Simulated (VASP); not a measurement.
Wanted: the native input for a VASP 6.6.1 run.

```yaml
Task: single point
Functional: r2SCAN
Potentials_or_basis: VASP PAW PBE potentials, release 64 (Na_pv, Cl)
Cutoff: 520 eV
k_mesh: 8 × 8 × 8
Occupations: gaussian, width 0.01 eV
Spin: no spin polarisation
Dipole_correction: no
Further_INCAR_settings: ALGO = Normal; EDIFF = 1e-06; NBANDS = 14
```

Crystal: NaCl.

```
CELL_PARAMETERS angstrom
3.45955 0.00778 0.00000
0.00778 3.45955 0.00000
0.00000 0.00000 3.45955
ATOMIC_POSITIONS crystal
Na 0.00000 0.00000 0.00000
Cl 0.50000 0.50000 0.50000
```

This cell differs from its parent crystal: shear xy strain +0.5%.

These files were run (other wordings do the same):

POSCAR

```
NaCl
1.0
    3.4595458397      0.0077839781      0.0000000000
    0.0077839781      3.4595458397      0.0000000000
    0.0000000000      0.0000000000      3.4595458397
Na Cl
1 1
Direct
    0.0000000000      0.0000000000      0.0000000000
    0.5000000000      0.5000000000      0.5000000000
```

INCAR.step1

```
ALGO     = Normal         # electronic algorithm
EDIFF    = 1E-4           # SCF threshold, eV
ENCUT    = 520            # plane-wave cutoff, eV
GGA      = PE             # functional
ISMEAR   = 0              # smearing method
LASPH    = T              # aspherical terms in the spheres
LCHARG   = F              # write CHGCAR
LREAL    = F              # projectors in reciprocal space
LWAVE    = T              # write WAVECAR
NBANDS   = 14             # bands
NELM     = 100            # most SCF steps
PREC     = Accurate       # precision mode
SIGMA    = 0.01           # smearing width, eV
```

INCAR.step2

```
ALGO     = Normal         # electronic algorithm
EDIFF    = 1E-6           # SCF threshold, eV
ENCUT    = 520            # plane-wave cutoff, eV
ISIF     = 2              # what is computed and relaxed
ISMEAR   = 0              # smearing method
ISTART   = 1            
LASPH    = T              # aspherical terms in the spheres
LCHARG   = F              # write CHGCAR
LMIXTAU  = T            
LREAL    = F              # projectors in reciprocal space
LWAVE    = F              # write WAVECAR
METAGGA  = R2SCAN         # meta-GGA
NBANDS   = 14             # bands
NELM     = 100            # most SCF steps
PREC     = Accurate       # precision mode
SIGMA    = 0.01           # smearing width, eV
```

KPOINTS

```
k-points
0
Gamma
  8 8 8
```

Potentials or basis: VASP PAW PBE potentials, release 64 (Na_pv, Cl).

Launch:

```sh
$ cat potpaw_PBE.64/Na_pv/POTCAR potpaw_PBE.64/Cl/POTCAR > POTCAR
$ cp INCAR.step1 INCAR
$ mpirun -np 1 vasp_std > vasp.out
$ cp INCAR.step2 INCAR
$ mpirun -np 1 vasp_std > vasp.out
```

Results of the run:

```
Pressure               : -0.3 GPa
Band gap on the k mesh : 4.95 eV (least direct gap 5.48 eV)
```

Caveat: the cell differs from its parent crystal (shear xy strain +0.5%); the PAW data sets were made with another functional, which shifts forces and pressure a little.

Wall time 2.6 min on 1 thread of AMD EPYC 7R13 Processor (Zen 3) (shared host), peak memory 0.16 GiB.
